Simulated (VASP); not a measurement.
# Cs (Fd-3m) in VASP: a series of runs, part 2 of 2

VASP 6.6.1. The steps go on from the part before.

## (3) Single point, PBE (volume scaled by 0.5)

INCAR

```
PREC = Accurate
ENCUT = 520
EDIFF = 1E-6
ISMEAR = -1
SIGMA = 0.08
LREAL = False
LASPH = True
NELM = 80
ALGO = Normal
ISIF = 2
LWAVE = False
LCHARG = False
GGA = PE
NBANDS = 16
```

KPOINTS

```
regular mesh
0
Gamma
  6 6 6
```

POSCAR

```
Cs
1.0
    0.0000000000      4.5358717732      4.5358717732
    4.5358717732      0.0000000000      4.5358717732
    4.5358717732      4.5358717732      0.0000000000
Cs
2
Direct
   -0.1250000000     -0.1250000000     -0.1250000000
    0.1250000000      0.1250000000      0.1250000000
```

Potentials or basis: VASP PAW PBE potentials, release 64 (Cs_sv).

Command:

```sh
$ cat potpaw_PBE.64/Cs_sv/POTCAR > POTCAR
$ mpirun -np 1 vasp_std > vasp.out
```

OUTCAR:

```text
PREC = Accurate
   ENCUT = 520
   EDIFF = 1E-6
   ISMEAR = -1
   LREAL = False
   LASPH = True
   NELM = 80
   ISIF = 2
   GGA = PE

 ion  position               nearest neighbor table
   1  0.875  0.875  0.875-
   2  0.125  0.125  0.125-

  LATTYP: Found a face centered cubic cell.
 ALAT       =     9.0717435464

  Lattice vectors:

 A1 = (   0.0000000000,   4.5358717732,   4.5358717732)
 A2 = (   4.5358717732,   0.0000000000,   4.5358717732)
 A3 = (   4.5358717732,   4.5358717732,   0.0000000000)

Analysis of symmetry for initial positions (statically):
=====================================================================
 Subroutine PRICEL returns:
 Original cell was already a primitive cell.

 Routine SETGRP: Setting up the symmetry group for a
 face centered cubic supercell.

 Subroutine GETGRP returns: Found 48 space group operations
 (whereof 12 operations were pure point group operations)
 out of a pool of 48 trial point group operations.

The static configuration has the point symmetry D_3d.
 The point group associated with its full space group is O_h .

Analysis of symmetry for dynamics (positions and initial velocities):
=====================================================================
 Subroutine PRICEL returns:
 Original cell was already a primitive cell.

 Routine SETGRP: Setting up the symmetry group for a
 face centered cubic supercell.

 Subroutine GETGRP returns: Found 48 space group operations
 (whereof 12 operations were pure point group operations)
 out of a pool of 48 trial point group operations.

The dynamic configuration has the point symmetry D_3d.
 The point group associated with its full space group is O_h .

 Subroutine INISYM returns: Found 48 space group operations
 (whereof 12 operations are pure point group operations),
 and found     1 'primitive' translations

----------------------------------------------------------------------------------------

                                     Primitive cell

  volume of cell :     186.6433

  direct lattice vectors                    reciprocal lattice vectors
     0.000000000  4.535871773  4.535871773    -0.110232393  0.110232393  0.110232393
     4.535871773  0.000000000  4.535871773     0.110232393 -0.110232393  0.110232393
     4.535871773  4.535871773  0.000000000     0.110232393  0.110232393 -0.110232393

  length of vectors
     6.414691379  6.414691379  6.414691379     0.190928105  0.190928105  0.190928105

  position of ions in fractional coordinates (direct lattice)
     0.875000000  0.875000000  0.875000000
     0.125000000  0.125000000  0.125000000

  ion indices of the primitive-cell ions
   primitive index   ion index
                 1           1
                 2           2

----------------------------------------------------------------------------------------

 KPOINTS: regular mesh

Automatic generation of k-mesh.
 Grid dimensions read from file:
 generate k-points for:    6    6    6

 Generating k-lattice:

  Cartesian coordinates                     Fractional coordinates (reciprocal lattice)
    -0.018372066  0.018372066  0.018372066     0.166666667  0.000000000  0.000000000
     0.018372066 -0.018372066  0.018372066     0.000000000  0.166666667  0.000000000
     0.018372066  0.018372066 -0.018372066     0.000000000  0.000000000  0.166666667

  Length of vectors
     0.031821351  0.031821351  0.031821351

  Shift w.r.t. Gamma in fractional coordinates (k-lattice)
     0.000000000  0.000000000  0.000000000

 Subroutine IBZKPT returns following result:
 ===========================================

 Found     16 irreducible k-points:

 Following reciprocal coordinates:
            Coordinates               Weight
  0.000000  0.000000  0.000000      1.000000
  0.166667  0.000000  0.000000      8.000000
  0.333333  0.000000  0.000000      8.000000
  0.500000  0.000000  0.000000      4.000000
  0.166667  0.166667  0.000000      6.000000
  0.333333  0.166667  0.000000     24.000000
[... 8 lines left out ...]
 -0.333333  0.333333  0.166667     24.000000
 -0.333333  0.500000  0.166667     12.000000
   k-points           NKPTS =     16   k-points in BZ     NKDIM =     16   number of bands    NBANDS=     16
   number of dos      NEDOS =    301   number of ions     NIONS =      2
   total plane-waves  NPLWV = 110592
   dimension x,y,z NGX =    48 NGY =   48 NGZ =   48
   dimension x,y,z NGXF=    96 NGYF=   96 NGZF=   96
   ions per type =               2
   NGX,Y,Z   is equivalent  to a cutoff of  12.44, 12.44, 12.44 a.u.
   NGXF,Y,Z  is equivalent  to a cutoff of  24.88, 24.88, 24.88 a.u.
 SYSTEM =  unknown system
   PREC   = accura    normal or accurate (medium, high low for compatibility)
   ISTART =      0    job   : 0-new  1-cont  2-samecut
   ICHARG =      2    charge: 1-file 2-atom 10-const
   ISPIN  =      1    spin polarized calculation?
   LNONCOLLINEAR =      F non collinear calculations
   LSORBIT =      F    spin-orbit coupling
   LASPH  =      T    aspherical Exc in radial PAW
   ENCUT  =  520.0 eV  38.22 Ry    6.18 a.u.  11.93 11.93 11.93*2*pi/ulx,y,z
   NELM   =     80;   NELMIN=  2; NELMDL= -5     # of ELM steps
   EDIFF  = 0.1E-05   stopping-criterion for ELM
   LREAL  =      F    real-space projection
   EDIFFG = 0.1E-04   stopping-criterion for IOM
   NSW    =      0    number of steps for IOM
   IBRION =     -1    ionic relax: 0-MD 1-quasi-New 2-CG
   NFREE  =      0    steps in history (QN), initial steepest desc. (CG)
   ISIF   =      2    stress and relaxation
   ISYM   =      2    0-nonsym 1-usesym 2-fastsym
   POTIM  = 0.5000    time-step for ionic-motion
   TEBEG  =    0.0;   TEEND  =   0.0 temperature during run
   PSTRESS=    0.0 pullay stress
   NELECT =      18.0000    total number of electrons
   NUPDOWN=      -1.0000    fix difference up-down
   EMIN   =  10.00;   EMAX   =-10.00  energy-range for DOS
   EFERMI =   0.00;   METHOD = LEGACY
   ISMEAR =    -1;   SIGMA  =   0.08  broadening in eV -4-tet -1-fermi 0-gaus
   EFERMI_NEDOS =   21; number of points for ismear=-14 and -15
   IALGO  =     38    algorithm
   IMIX   =      4    mixing-type and parameters
     AMIX     =   0.40;   BMIX     =  1.00
     AMIX_MAG =   1.60;   BMIX_MAG =  1.00
  volume/ion in A,a.u.               =      93.32       629.77
  Fermi-wavevector in a.u.,A,eV,Ry     =   0.750749  1.418710  7.668576  0.563624
  Thomas-Fermi vector in A             =   1.847572
   LORBIT       =      0    0 simple, 1 ext, 2 COOP (PROOUT), +10 PAW based schemes
   GGA     = PE    functional components
[... 5 lines left out ...]
 non-spin polarized calculation
  energy-cutoff  :      520.00
  volume of cell :      186.64
 maximum number of plane-waves:      5040
   NGX = 23   NGY = 23   NGZ = 23

 number of electron      18.0000004 magnetization

 Free energy of the ion-electron system (eV)
  ---------------------------------------------------
  ext. energy  EPLUGINS =         0.00000000
  ---------------------------------------------------
  free energy    TOTEN  =        -0.79916873 eV

  energy without entropy =       -0.72437825  energy(sigma->0) =       -0.76177349

 E-fermi :   1.0312     XC(G=0):  -5.9391

 val. band max:        1.0286087489   @ k =   0.5000   0.5000   0.0000
 cond. band min:       1.0590084429   @ k =   0.5000   0.0000   0.0000
 fundamental gap:      0.0303996940
 Fermi energy:         1.0312295896

 k-point     1 :       0.0000    0.0000    0.0000
  band No.  band energies     occupation
      1     -23.4491      2.00000
      2     -23.2261      2.00000
      3     -10.4471      2.00000
      4     -10.4471      2.00000
      5     -10.4471      2.00000
      6      -9.8980      2.00000
[... 8 lines left out ...]
     15       3.5224      0.00000
     16       3.5224      0.00000

 k-point     2 :       0.1667    0.0000    0.0000
  band No.  band energies     occupation
      1     -23.4384      2.00000
      2     -23.2373      2.00000
      3     -10.4662      2.00000
      4     -10.4662      2.00000
      5     -10.4508      2.00000
      6      -9.8978      2.00000
[... 8 lines left out ...]
     15       3.0173      0.00000
     16       3.4884      0.00000
[... 235 lines left out ...]
      5     -10.2886      2.00000
      6     -10.0688      2.00000
[... 8 lines left out ...]
     15       3.5924      0.00000
     16       3.6341      0.00000

 k-point    16 :      -0.3333    0.5000    0.1667
  band No.  band energies     occupation
      1     -23.3390      2.00000
      2     -23.3390      2.00000
      3     -10.5902      2.00000
      4     -10.5902      2.00000
      5     -10.1814      2.00000
      6     -10.1814      2.00000
[... 8 lines left out ...]
     15       3.5113      0.00000
     16       3.5113      0.00000

------------------------ aborting loop because EDIFF is reached ----------------------------------------

  FORCE on cell =-STRESS in cart. coord.  units (eV):
  Direction    XX          YY          ZZ          XY          YZ          ZX
  --------------------------------------------------------------------------------------
  -------------------------------------------------------------------------------------
  Total        1.1483236      1.1483236      1.1483236     -0.0000000     -0.0000000      0.0000000
  in kB        9.8574043      9.8574043      9.8574043     -0.0000000     -0.0000000      0.0000000
  external PRESSURE =       9.8574043 kB  Pullay stress =       0.0000000 kB

 VOLUME and BASIS-vectors are now :
 -----------------------------------------------------------------------------
  energy-cutoff  :      520.00
  volume of cell :      186.64
      direct lattice vectors                 reciprocal lattice vectors
     0.000000000  4.535871773  4.535871773    -0.110232393  0.110232393  0.110232393
     4.535871773  0.000000000  4.535871773     0.110232393 -0.110232393  0.110232393
     4.535871773  4.535871773  0.000000000     0.110232393  0.110232393 -0.110232393

 POSITION                                       TOTAL-FORCE (eV/Angst)
 -----------------------------------------------------------------------------------
      7.93778      7.93778      7.93778        -0.000000     -0.000000     -0.000000
      1.13397      1.13397      1.13397         0.000000      0.000000      0.000000
 -----------------------------------------------------------------------------------
    total drift:                                0.000000      0.000000      0.000000

  FREE ENERGIE OF THE ION-ELECTRON SYSTEM (eV)
  ---------------------------------------------------
  free  energy   TOTEN  =        -0.7991687283 eV

  energy  without entropy=       -0.7243782507  energy(sigma->0) =       -0.76177349
```

stdout:

```text
POSCAR found type information on POSCAR Cs
 POSCAR found :  1 types and       2 ions
 scaLAPACK will be used
 LDA part: xc-table for (Slater+PW92), standard interpolation
 POSCAR, INCAR and KPOINTS ok, starting setup
 FFT: planning ... GRIDC
 FFT: planning ... GRID_SOFT
 FFT: planning ... GRID
 WAVECAR not read
 entering main loop
```

Wall time 85 s (1 thread of Intel Xeon 6975P-C, shared host); peak memory 0.31 GiB.

Results:

```yaml
Free_energy: -0.7992 eV
Pressure: 1.0 GPa
Band_gap_on_the_k_mesh: zero (band 9 reaches 1.07 eV, above the bottom of band 10 at 1.03 eV)
```

Levels at points of the mesh, in eV from the Fermi level:
```csv
k point,band 5,band 6,band 7,band 8,band 9,band 10,band 11,band 12,band 13,band 14
"(0.00, 0.00, 0.00)",-11.48,-10.93,-10.93,-10.93,-1.74,1.15,1.15,1.69,1.69,1.69
"(0.50, 0.00, 0.00)",-11.50,-10.92,-10.85,-10.85,-0.31,0.03,0.96,0.96,1.80,1.80
"(0.50, 0.50, 0.00)",-11.22,-11.22,-10.77,-10.77,0.00,0.00,1.08,1.08,1.84,1.84
```

Caveat: spin-orbit coupling is left out, which moves the levels of the heavy elements.

## (4) Single point, PBE (volume scaled by 0.6)

INCAR

```
  PREC = Accurate
  ENCUT = 520
  EDIFF = 1E-6
  ISMEAR = -1
  SIGMA = 0.08
  LREAL = F
  LASPH = T
  NELM = 100
  ALGO = Normal
  ISIF = 2
  LWAVE = F
  LCHARG = F
  GGA = PE
  NBANDS = 16
```

KPOINTS is that of step 3.

POSCAR

```
Cs
1.0
    0.0000000000      4.8200830085      4.8200830085
    4.8200830085      0.0000000000      4.8200830085
    4.8200830085      4.8200830085      0.0000000000
Cs
2
Direct
   -0.1250000000     -0.1250000000     -0.1250000000
    0.1250000000      0.1250000000      0.1250000000
```

Command:

```sh
$ cat potpaw_PBE.64/Cs_sv/POTCAR > POTCAR
$ mpirun -np 1 vasp_std > vasp.out
```

Run time: 94 s. Hardware: 1 thread of Intel Xeon 6975P-C, shared host; peak memory 0.4 GiB.

Results (log left out):

| Quantity | Value |
| --- | --- |
| Free energy | -0.9817 eV |
| Pressure | 0.6 GPa |
| Band gap on the k mesh | zero (band 9 reaches 0.71 eV, above the bottom of band 10 at 0.58 eV) |

Levels at points of the mesh, in eV from the Fermi level:
```tsv
k point	band 5	band 6	band 7	band 8	band 9	band 10	band 11	band 12	band 13	band 14
(0.00, 0.00, 0.00)	-11.40	-11.04	-11.04	-11.04	-1.70	1.17	1.17	1.53	1.53	1.53
(0.50, 0.00, 0.00)	-11.41	-11.04	-10.99	-10.99	-0.48	-0.02	0.97	0.97	1.57	1.72
(0.50, 0.50, 0.00)	-11.23	-11.23	-10.95	-10.95	0.04	0.04	0.72	0.72	1.77	1.77
```

Caveat: spin-orbit coupling is left out, which moves the levels of the heavy elements.

## (5) Single point, PBE (volume scaled by 0.7)

INCAR

```
SYSTEM = Cs
ALGO = Normal
EDIFF = 1E-6
ENCUT = 520
GGA = PE
ISIF = 2
ISMEAR = -1
LASPH = .True.
LCHARG = .False.
LREAL = .False.
LWAVE = .False.
NBANDS = 16
NELM = 100
PREC = Accurate
SIGMA = 0.08
```

KPOINTS

```
k-points
0
Gamma
  6 6 6
  0 0 0
```

POSCAR

```
Cs
1.0
    0.0000000000      5.0742295954      5.0742295954
    5.0742295954      0.0000000000      5.0742295954
    5.0742295954      5.0742295954      0.0000000000
Cs
2
Direct
   -0.1250000000     -0.1250000000     -0.1250000000
    0.1250000000      0.1250000000      0.1250000000
```

Command:

```sh
$ cat potpaw_PBE.64/Cs_sv/POTCAR > POTCAR
$ mpirun -np 1 vasp_std > vasp.out
```

Wall time 84 s (1 thread of Intel Xeon 6975P-C, shared host); peak memory 0.41 GiB.

Results (log left out):

* Free energy: -1.0998 eV
* Pressure: 0.4 GPa
* Band gap on the k mesh: zero (band 9 reaches 0.43 eV, above the bottom of band 10 at 0.24 eV)

Levels at points of the mesh, in eV from the Fermi level:
| k point | band 7 | band 8 | band 9 | band 10 | band 11 | band 12 |
| --- | --- | --- | --- | --- | --- | --- |
| (0.00, 0.00, 0.00) | -11.06 | -11.06 | -1.60 | 1.22 | 1.22 | 1.45 |
| (0.50, 0.00, 0.00) | -11.04 | -11.04 | -0.55 | -0.03 | 1.01 | 1.01 |
| (0.50, 0.50, 0.00) | -11.01 | -11.01 | 0.06 | 0.06 | 0.59 | 0.59 |

Caveat: spin-orbit coupling is left out, which moves the levels of the heavy elements.

## (6) Single point, PBE (volume scaled by 0.7)

INCAR

```
PREC     = Accurate       # precision mode
ENCUT    = 520            # plane-wave cutoff, eV
EDIFF    = 1E-6           # SCF threshold, eV
ISMEAR   = -1             # smearing method
SIGMA    = 0.08           # smearing width, eV
LREAL    = False          # projectors in reciprocal space
LASPH    = True           # aspherical terms in the spheres
NELM     = 60             # most SCF steps
ALGO     = Normal         # electronic algorithm
ISIF     = 2              # what is computed and relaxed
LWAVE    = False          # write WAVECAR
LCHARG   = False          # write CHGCAR
GGA      = PE             # functional
NBANDS   = 16             # bands
```

KPOINTS

```
regular mesh
0
Gamma
  6 6 6
```

POSCAR is that of step 5.

Potentials or basis: VASP PAW PBE potentials, release 64 (Cs_sv).

Command:

```sh
$ cat potpaw_PBE.64/Cs_sv/POTCAR > POTCAR
$ mpirun -np 1 vasp_std > vasp.out
```

Wall time 97 s (1 thread of Intel Xeon 6975P-C, shared host); peak memory 0.4 GiB.

The run converged. Its results:

```
Free energy            : -1.0998 eV
Pressure               : 0.4 GPa
Band gap on the k mesh : zero (band 9 reaches 0.43 eV, above the bottom of band 10 at 0.24 eV)
```

Levels at points of the mesh, in eV from the Fermi level:
| k point | band 5 | band 6 | band 7 | band 8 | band 9 | band 10 | band 11 | band 12 | band 13 | band 14 |
| --- | --- | --- | --- | --- | --- | --- | --- | --- | --- | --- |
| (0.00, 0.00, 0.00) | -11.31 | -11.06 | -11.06 | -11.06 | -1.60 | 1.22 | 1.22 | 1.45 | 1.45 | 1.45 |
| (0.50, 0.00, 0.00) | -11.31 | -11.07 | -11.04 | -11.04 | -0.55 | -0.03 | 1.01 | 1.01 | 1.43 | 1.69 |
| (0.50, 0.50, 0.00) | -11.19 | -11.19 | -11.01 | -11.01 | 0.06 | 0.06 | 0.59 | 0.59 | 1.75 | 1.75 |

Caveat: spin-orbit coupling is left out, which moves the levels of the heavy elements.

## (7) Summary

| cell | gap on the mesh (eV) | pressure (GPa) |
| --- | --- | --- |
| a = 5.955 Å, angles 60.0°, 2 atoms | none | 1.9 |
| a = 6.415 Å, angles 60.0°, 2 atoms | none | 1.0 |
| a = 6.817 Å, angles 60.0°, 2 atoms | none | 0.6 |
| a = 7.176 Å, angles 60.0°, 2 atoms | none | 0.4 |

Alike in all rows: task single point; level PBE; potentials or basis VASP PAW PBE potentials, release 64 (Cs_sv); no spin polarisation; k mesh 6 × 6 × 6; cutoff (eV) 520; smearing fermi-dirac 0.08 eV.

Caveats: spin-orbit coupling is left out, which moves the levels of the heavy elements.

Total energies depend on the potentials used, so only differences within one code and one set of settings carry meaning.
